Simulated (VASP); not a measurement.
# TiB2 (P6/mmm) in VASP: notebook

The runs below take TiB2 through single point, with PBE.

Everything below comes from runs of VASP 6.6.1. Logs are shortened: lines on timing, memory, paths and dates and some standing lists are left out, and cuts for length are marked.

### 1 The cell of the first run

Symmetry: P6/mmm, No. 191, hexagonal system. The conventional cell has a = 2.971 Å, b = 2.971 Å, c = 3.224 Å, α = 90.00°, β = 90.00°, γ = 120.00°. Within 3.1 Å of Ti (site symmetry 6/mmm) lie 12 B at 2.35 Å and 6 Ti at 2.97 Å. B (site symmetry -6m2) has 3 B at 1.72 Å within 2.3 Å.

### 2 Single point, PBE (strain -0.0200 x Voigt [1, 1, 0, 0, 0, 0])

INCAR

```
SYSTEM = TiB2
ALGO = Normal ; EDIFF = 1E-6
ENCUT = 520 ; GGA = PE
ISIF = 2 ; ISMEAR = 0
LASPH = .True. ; LCHARG = .True.
LELF = .True. ; LREAL = .False.
LVHAR = .True. ; LWAVE = .False.
NBANDS = 16 ; NELM = 80
PREC = Accurate ; SIGMA = 0.15
```

KPOINTS

```
k-points
0
Gamma
  18 18 14
  0 0 0
```

POSCAR

```
TiB2
1.0
    2.9711687559      0.0000000000      0.0000000000
   -1.4855843780      2.5731076215      0.0000000000
    0.0000000000      0.0000000000      3.2242295241
Ti B
1 2
Direct
    0.0000000000      0.0000000000      0.0000000000
    0.3333333333      0.6666666667      0.5000000000
    0.6666666667      0.3333333333      0.5000000000
```

Potentials or basis: VASP PAW PBE potentials, release 64 (Ti_sv, B).

Started as:

```bash
$ cat potpaw_PBE.64/Ti_sv/POTCAR potpaw_PBE.64/B/POTCAR > POTCAR
$ mpirun -np 1 vasp_std > vasp.out
```

OUTCAR:

```text
SYSTEM = TiB2
   EDIFF = 1E-6
   ENCUT = 520
   GGA = PE
   ISIF = 2
   ISMEAR = 0
   LASPH = .True.
   LREAL = .False.
   NELM = 80
   PREC = Accurate

 ion  position               nearest neighbor table
   1  0.000  0.000  0.000-   2 2.35   3 2.35   2 2.35   3 2.35   2 2.35   2 2.35   3 2.35   3 2.35
                             3 2.35   3 2.35   2 2.35   2 2.35
   2  0.333  0.667  0.500-   3 1.72   3 1.72   3 1.72   1 2.35   1 2.35   1 2.35   1 2.35   1 2.35
                             1 2.35
   3  0.667  0.333  0.500-   2 1.72   2 1.72   2 1.72   1 2.35   1 2.35   1 2.35   1 2.35   1 2.35
                             1 2.35

  LATTYP: Found a hexagonal cell.
 ALAT       =     2.9711687559
 C/A-ratio  =     1.0851721289

  Lattice vectors:

 A1 = (   2.9711687559,   0.0000000000,   0.0000000000)
 A2 = (  -1.4855843780,   2.5731076215,   0.0000000000)
 A3 = (   0.0000000000,   0.0000000000,   3.2242295241)

Analysis of symmetry for initial positions (statically):
=====================================================================
 Subroutine PRICEL returns:
 Original cell was already a primitive cell.

 Routine SETGRP: Setting up the symmetry group for a
 hexagonal supercell.

 Subroutine GETGRP returns: Found 24 space group operations
 (whereof 24 operations were pure point group operations)
 out of a pool of 24 trial point group operations.

The static configuration has the point symmetry D_6h.

Analysis of symmetry for dynamics (positions and initial velocities):
=====================================================================
 Subroutine PRICEL returns:
 Original cell was already a primitive cell.

 Routine SETGRP: Setting up the symmetry group for a
 hexagonal supercell.

 Subroutine GETGRP returns: Found 24 space group operations
 (whereof 24 operations were pure point group operations)
 out of a pool of 24 trial point group operations.

The dynamic configuration has the point symmetry D_6h.

 Subroutine INISYM returns: Found 24 space group operations
 (whereof 24 operations are pure point group operations),
 and found     1 'primitive' translations

----------------------------------------------------------------------------------------

                                     Primitive cell

  volume of cell :      24.6497

  direct lattice vectors                    reciprocal lattice vectors
     2.971168756  0.000000000  0.000000000     0.336567890  0.194317562  0.000000000
    -1.485584378  2.573107622  0.000000000     0.000000000  0.388635124  0.000000000
     0.000000000  0.000000000  3.224229524     0.000000000  0.000000000  0.310151617
[... 90 lines left out ...]
   IBRION =     -1    ionic relax: 0-MD 1-quasi-New 2-CG
   NFREE  =      0    steps in history (QN), initial steepest desc. (CG)
   ISIF   =      2    stress and relaxation
   ISYM   =      2    0-nonsym 1-usesym 2-fastsym
   POTIM  = 0.5000    time-step for ionic-motion
   TEBEG  =    0.0;   TEEND  =   0.0 temperature during run
   PSTRESS=    0.0 pullay stress
   NELECT =      18.0000    total number of electrons
   NUPDOWN=      -1.0000    fix difference up-down
   EMIN   =  10.00;   EMAX   =-10.00  energy-range for DOS
   EFERMI =   0.00;   METHOD = LEGACY
   ISMEAR =     0;   SIGMA  =   0.15  broadening in eV -4-tet -1-fermi 0-gaus
   EFERMI_NEDOS =   21; number of points for ismear=-14 and -15
   IALGO  =     38    algorithm
   IMIX   =      4    mixing-type and parameters
     AMIX     =   0.40;   BMIX     =  1.00
     AMIX_MAG =   1.60;   BMIX_MAG =  1.00
  volume/ion in A,a.u.               =       8.22        55.45
  Fermi-wavevector in a.u.,A,eV,Ry     =   1.474219  2.785869 29.569826  2.173321
  Thomas-Fermi vector in A             =   2.589017
   LORBIT       =      0    0 simple, 1 ext, 2 COOP (PROOUT), +10 PAW based schemes
   GGA     = PE    functional components
   LHFCALC =     F    Hartree Fock is set to
   AEXX    =    0.0000 exact exchange contribution
   IVDW    =     0    specifies the selected vdW correction
   LEPSILON=     F    determine dielectric tensor
   LRPA    =     F    only Hartree local field effects (RPA)
 non-spin polarized calculation
 Gauss-broadening in eV      SIGMA  =   0.15
  energy-cutoff  :      520.00
  volume of cell :       24.65
 maximum number of plane-waves:       690
 NGX is ok and might be reduce to    24
   NGX = 11   NGY = 11   NGZ = 11

 number of electron      18.0000000 magnetization

 Free energy of the ion-electron system (eV)
  ---------------------------------------------------
  ext. energy  EPLUGINS =         0.00000000
  ---------------------------------------------------
  free energy    TOTEN  =       -24.38141307 eV

  energy without entropy =      -24.37786174  energy(sigma->0) =      -24.37963740

 E-fermi :  10.4902     XC(G=0): -12.9581

 val. band max:       10.4880687974   @ k =   0.0556   0.0556   0.5000
 cond. band min:      10.5112670939   @ k =   0.2222   0.2222   0.0000
 fundamental gap:      0.0231982965
 Fermi energy:        10.4902022597

 k-point     1 :       0.0000    0.0000    0.0000
  band No.  band energies     occupation
      1     -46.4456      2.00000
      2     -22.8230      2.00000
      3     -22.4441      2.00000
      4     -22.4441      2.00000
      5      -3.3153      2.00000
      6       7.8755      2.00000
[... 433 lines left out ...]
      3     -22.7371      2.00000
      4     -22.5882      2.00000
      5       0.3460      2.00000
      6       2.0294      2.00000
[... 8 lines left out ...]
     15      18.5285      0.00000
     16      19.8130      0.00000

 [... further k-points ...]

------------------------ aborting loop because EDIFF is reached ----------------------------------------

  FORCE on cell =-STRESS in cart. coord.  units (eV):
  Direction    XX          YY          ZZ          XY          YZ          ZX
  --------------------------------------------------------------------------------------
  -------------------------------------------------------------------------------------
  Total        2.4651963      2.4651963      0.7296541     -0.0000000      0.0000000      0.0000000
  in kB      160.2325989    160.2325989     47.4259893     -0.0000000      0.0000000      0.0000000
  external PRESSURE =     122.6303957 kB  Pullay stress =       0.0000000 kB

 VOLUME and BASIS-vectors are now :
 -----------------------------------------------------------------------------
  energy-cutoff  :      520.00
  volume of cell :       24.65
      direct lattice vectors                 reciprocal lattice vectors
     2.971168756  0.000000000  0.000000000     0.336567890  0.194317562  0.000000000
    -1.485584378  2.573107622  0.000000000     0.000000000  0.388635124  0.000000000
     0.000000000  0.000000000  3.224229524     0.000000000  0.000000000  0.310151617

 POSITION                                       TOTAL-FORCE (eV/Angst)
 -----------------------------------------------------------------------------------
      0.00000      0.00000      0.00000        -0.000000      0.000000      0.000000
     -0.00000      1.71541      1.61211         0.000000     -0.000000     -0.000000
      1.48558      0.85770      1.61211        -0.000000      0.000000      0.000000
 -----------------------------------------------------------------------------------
    total drift:                               -0.000000      0.000000      0.000000

  FREE ENERGIE OF THE ION-ELECTRON SYSTEM (eV)
  ---------------------------------------------------
  free  energy   TOTEN  =       -24.3814130723 eV

  energy  without entropy=      -24.3778617354  energy(sigma->0) =      -24.37963740
```

It took 66 s on 1 thread of AMD EPYC 9R14 (Zen 4), shared host; peak memory 0.2 GiB.

What came out:

* Free energy: -24.3814 eV
* Pressure: 12.3 GPa
* Band gap on the k mesh: zero (band 9 reaches 10.97 eV, above the bottom of band 10 at 10.15 eV)

Levels at points of the mesh, in eV from the Fermi level:
```tsv
k point	band 6	band 7	band 8	band 9	band 10	band 11	band 12	band 13
(0.00, 0.00, 0.00)	-2.61	-2.61	-2.60	-2.31	1.95	1.95	3.68	3.68
(0.50, 0.00, 0.00)	-9.33	-3.53	-3.34	-2.40	1.34	2.92	3.32	3.40
(0.00, 0.00, 0.50)	-7.84	-0.54	-0.54	-0.11	-0.11	0.42	0.42	1.47
(0.50, 0.00, 0.50)	-7.77	-4.77	-3.99	-3.17	2.46	3.08	4.58	4.69
```

Caveat: the cell differs from its parent crystal (strain -0.0200 x Voigt [1, 1, 0, 0, 0, 0]).

### 3 Single point, PBE (strain -0.0150 x Voigt [1, 1, 0, 0, 0, 0])

INCAR

```
ALGO = Normal
EDIFF = 1E-6
ENCUT = 520
GGA = PE
ISIF = 2
ISMEAR = 0
LASPH = True
LCHARG = False
LREAL = False
LWAVE = False
NBANDS = 16
NELM = 60
PREC = Accurate
SIGMA = 0.15
```

KPOINTS

```
k-points
0
Gamma
  18 18 14
```

POSCAR

```
TiB2
1.0
    2.9863277801      0.0000000000      0.0000000000
   -1.4931638901      2.5862357216      0.0000000000
    0.0000000000      0.0000000000      3.2242295241
Ti B
1 2
Direct
    0.0000000000      0.0000000000      0.0000000000
    0.3333333333      0.6666666667      0.5000000000
    0.6666666667      0.3333333333      0.5000000000
```

Potentials or basis: VASP PAW PBE potentials, release 64 (Ti_sv, B).

Started as:

```bash
$ cat potpaw_PBE.64/Ti_sv/POTCAR potpaw_PBE.64/B/POTCAR > POTCAR
$ mpirun -np 1 vasp_std > vasp.out
```

OUTCAR:

```text
EDIFF = 1E-6
   ENCUT = 520
   GGA = PE
   ISIF = 2
   ISMEAR = 0
   LASPH = True
   LREAL = False
   NELM = 60
   PREC = Accurate

 ion  position               nearest neighbor table
   1  0.000  0.000  0.000-   2 2.36   3 2.36   2 2.36   3 2.36   3 2.36   3 2.36   2 2.36   2 2.36
                             3 2.36   3 2.36   2 2.36   2 2.36
   2  0.333  0.667  0.500-   3 1.72   3 1.72   3 1.72   1 2.36   1 2.36   1 2.36   1 2.36   1 2.36
                             1 2.36
   3  0.667  0.333  0.500-   2 1.72   2 1.72   2 1.72   1 2.36   1 2.36   1 2.36   1 2.36   1 2.36
                             1 2.36

  LATTYP: Found a hexagonal cell.
 ALAT       =     2.9863277801
 C/A-ratio  =     1.0796636409

  Lattice vectors:

 A1 = (   2.9863277801,   0.0000000000,   0.0000000000)
 A2 = (  -1.4931638901,   2.5862357216,   0.0000000000)
 A3 = (   0.0000000000,   0.0000000000,   3.2242295241)

Analysis of symmetry for initial positions (statically):
=====================================================================
 Subroutine PRICEL returns:
 Original cell was already a primitive cell.

 Routine SETGRP: Setting up the symmetry group for a
 hexagonal supercell.

 Subroutine GETGRP returns: Found 24 space group operations
 (whereof 24 operations were pure point group operations)
 out of a pool of 24 trial point group operations.

The static configuration has the point symmetry D_6h.

Analysis of symmetry for dynamics (positions and initial velocities):
=====================================================================
 Subroutine PRICEL returns:
 Original cell was already a primitive cell.

 Routine SETGRP: Setting up the symmetry group for a
 hexagonal supercell.

[... 122 lines left out ...]
   EFERMI_NEDOS =   21; number of points for ismear=-14 and -15
   IALGO  =     38    algorithm
   IMIX   =      4    mixing-type and parameters
     AMIX     =   0.40;   BMIX     =  1.00
     AMIX_MAG =   1.60;   BMIX_MAG =  1.00
  volume/ion in A,a.u.               =       8.30        56.02
  Fermi-wavevector in a.u.,A,eV,Ry     =   1.469226  2.776434 29.369861  2.158624
  Thomas-Fermi vector in A             =   2.584629
   LORBIT       =      0    0 simple, 1 ext, 2 COOP (PROOUT), +10 PAW based schemes
   GGA     = PE    functional components
   LHFCALC =     F    Hartree Fock is set to
   AEXX    =    0.0000 exact exchange contribution
   IVDW    =     0    specifies the selected vdW correction
   LEPSILON=     F    determine dielectric tensor
   LRPA    =     F    only Hartree local field effects (RPA)
 non-spin polarized calculation
 Gauss-broadening in eV      SIGMA  =   0.15
  energy-cutoff  :      520.00
  volume of cell :       24.90
 maximum number of plane-waves:       696
 NGX is ok and might be reduce to    24
   NGX = 11   NGY = 11   NGZ = 11

 number of electron      18.0000002 magnetization

 Free energy of the ion-electron system (eV)
  ---------------------------------------------------
  ext. energy  EPLUGINS =         0.00000000
  ---------------------------------------------------
  free energy    TOTEN  =       -24.40338430 eV

  energy without entropy =      -24.39977065  energy(sigma->0) =      -24.40157748

 E-fermi :  10.3736     XC(G=0): -12.9098

 val. band max:       10.3711611310   @ k =   0.0556   0.0556   0.5000
 cond. band min:      10.3747449801   @ k =   0.0556   0.0556   0.2857
 fundamental gap:      0.0035838491
 Fermi energy:        10.3736431881

 k-point     1 :       0.0000    0.0000    0.0000
  band No.  band energies     occupation
      1     -46.5759      2.00000
      2     -22.9466      2.00000
      3     -22.5851      2.00000
      4     -22.5851      2.00000
      5      -3.3651      2.00000
      6       7.7488      2.00000
[... 433 lines left out ...]
      3     -22.8654      2.00000
      4     -22.7226      2.00000
      5       0.2686      2.00000
      6       1.9368      2.00000
[... 8 lines left out ...]
     15      18.3730      0.00000
     16      19.5624      0.00000

 [... further k-points ...]

------------------------ aborting loop because EDIFF is reached ----------------------------------------

  FORCE on cell =-STRESS in cart. coord.  units (eV):
  Direction    XX          YY          ZZ          XY          YZ          ZX
  --------------------------------------------------------------------------------------
  -------------------------------------------------------------------------------------
  Total        1.8356252      1.8356252      0.5498818     -0.0000000      0.0000000      0.0000000
  in kB      118.1035826    118.1035826     35.3792333     -0.0000000      0.0000000      0.0000000
  external PRESSURE =      90.5287995 kB  Pullay stress =       0.0000000 kB

 VOLUME and BASIS-vectors are now :
 -----------------------------------------------------------------------------
  energy-cutoff  :      520.00
  volume of cell :       24.90
      direct lattice vectors                 reciprocal lattice vectors
     2.986327780  0.000000000  0.000000000     0.334859424  0.193331179  0.000000000
    -1.493163890  2.586235722  0.000000000     0.000000000  0.386662357  0.000000000
     0.000000000  0.000000000  3.224229524     0.000000000  0.000000000  0.310151617

 POSITION                                       TOTAL-FORCE (eV/Angst)
 -----------------------------------------------------------------------------------
      0.00000      0.00000      0.00000         0.000000      0.000000      0.000000
     -0.00000      1.72416      1.61211        -0.000000      0.000000      0.000000
      1.49316      0.86208      1.61211         0.000000     -0.000000      0.000000
 -----------------------------------------------------------------------------------
    total drift:                               -0.000000      0.000000      0.000000

  FREE ENERGIE OF THE ION-ELECTRON SYSTEM (eV)
  ---------------------------------------------------
  free  energy   TOTEN  =       -24.4033843048 eV

  energy  without entropy=      -24.3997706458  energy(sigma->0) =      -24.40157748
```

stdout:

```text
POSCAR found type information on POSCAR TiB
 POSCAR found :  2 types and       3 ions
 scaLAPACK will be used
 LDA part: xc-table for (Slater+PW92), standard interpolation
 POSCAR, INCAR and KPOINTS ok, starting setup
 FFT: planning ... GRIDC
 FFT: planning ... GRID_SOFT
 FFT: planning ... GRID
 WAVECAR not read
 entering main loop
```

Run time: 61 s. Hardware: 1 thread of AMD EPYC 9R14 (Zen 4), shared host; peak memory 0.2 GiB.

What came out:

```yaml
Free_energy: -24.4034 eV
Pressure: 9.1 GPa
Band_gap_on_the_k_mesh: zero (band 9 reaches 10.83 eV, above the bottom of band 10 at 10.06 eV)
```

Levels at points of the mesh, in eV from the Fermi level:
```
           k point  band 5  band 6  band 7  band 8  band 9  band 10  band 11  band 12  band 13  band 14
(0.00, 0.00, 0.00)  -13.74   -2.62   -2.62   -2.54   -2.27     1.92     1.92     3.66     3.66     5.96
(0.50, 0.00, 0.00)   -9.56   -9.32   -3.46   -3.33   -2.37     1.33     2.86     3.32     3.34     7.47
(0.00, 0.00, 0.50)  -11.79   -7.79   -0.56   -0.56   -0.14    -0.14     0.41     0.41     1.51     6.79
(0.50, 0.00, 0.50)   -9.94   -7.72   -4.75   -3.95   -3.17     2.46     3.03     4.54     4.65     5.58
```

Caveat: the cell differs from its parent crystal (strain -0.0150 x Voigt [1, 1, 0, 0, 0, 0]).

### 4 Single point, PBE (strain -0.0100 x Voigt [1, 1, 0, 0, 0, 0])

INCAR

```
SYSTEM = TiB2
PREC = Accurate ; ENCUT = 520
EDIFF = 1E-6 ; ISMEAR = 0
SIGMA = 0.15 ; LREAL = .False.
LASPH = .True. ; NELM = 80
ALGO = Normal ; ISIF = 2
LWAVE = .False. ; LCHARG = .False.
GGA = PE ; NBANDS = 16
```

KPOINTS

```
regular mesh
0
Gamma
  18 18 14
  0 0 0
```

POSCAR

```
TiB2
1.0
    3.0014868044      0.0000000000      0.0000000000
   -1.5007434022      2.5993638217      0.0000000000
    0.0000000000      0.0000000000      3.2242295241
Ti B
1 2
Direct
    0.0000000000      0.0000000000      0.0000000000
    0.3333333333      0.6666666667      0.5000000000
    0.6666666667      0.3333333333      0.5000000000
```

Started as:

```bash
$ cat potpaw_PBE.64/Ti_sv/POTCAR potpaw_PBE.64/B/POTCAR > POTCAR
$ mpirun -np 1 vasp_std > vasp.out
```

Wall time 60 s (1 thread of AMD EPYC 9R14 (Zen 4), shared host); peak memory 0.2 GiB.

Results (log left out):

```
Free energy            : -24.4189 eV
Pressure               : 6.0 GPa
Band gap on the k mesh : zero (band 9 reaches 10.68 eV, above the bottom of band 10 at 9.97 eV)
```

Stress tensor (GPa, compression positive):
```
7.78 0.00 0.00
0.00 7.78 0.00
0.00 0.00 2.39
```

Levels at points of the mesh, in eV from the Fermi level:
```
           k point  band 5  band 6  band 7  band 8  band 9  band 10  band 11  band 12  band 13  band 14
(0.00, 0.00, 0.00)  -13.67   -2.63   -2.63   -2.47   -2.23     1.90     1.90     3.65     3.65     5.87
(0.50, 0.00, 0.00)   -9.51   -9.31   -3.38   -3.33   -2.35     1.32     2.81     3.28     3.33     7.45
(0.00, 0.00, 0.50)  -11.73   -7.74   -0.57   -0.57   -0.17    -0.17     0.41     0.41     1.55     6.69
(0.50, 0.00, 0.50)   -9.89   -7.68   -4.73   -3.92   -3.18     2.46     2.98     4.51     4.62     5.49
```

Caveat: the cell differs from its parent crystal (strain -0.0100 x Voigt [1, 1, 0, 0, 0, 0]).

### 5 Overview

```tsv
cell	gap on the mesh (eV)	pressure (GPa)
a = 2.971, b = 2.971, c = 3.224 Å, angles 90.0, 90.0, 120.0°, 3 atoms	none	12.3
a = 2.986, b = 2.986, c = 3.224 Å, angles 90.0, 90.0, 120.0°, 3 atoms	none	9.1
a = 3.001, b = 3.001, c = 3.224 Å, angles 90.0, 90.0, 120.0°, 3 atoms	none	6.0
```

Alike in all rows: task single point; level PBE; potentials or basis VASP PAW PBE potentials, release 64 (Ti_sv, B); no spin polarisation; k mesh 18 × 18 × 14; cutoff (eV) 520; smearing gaussian 0.15 eV.

Absolute energies hang on the potentials; compare differences alone.
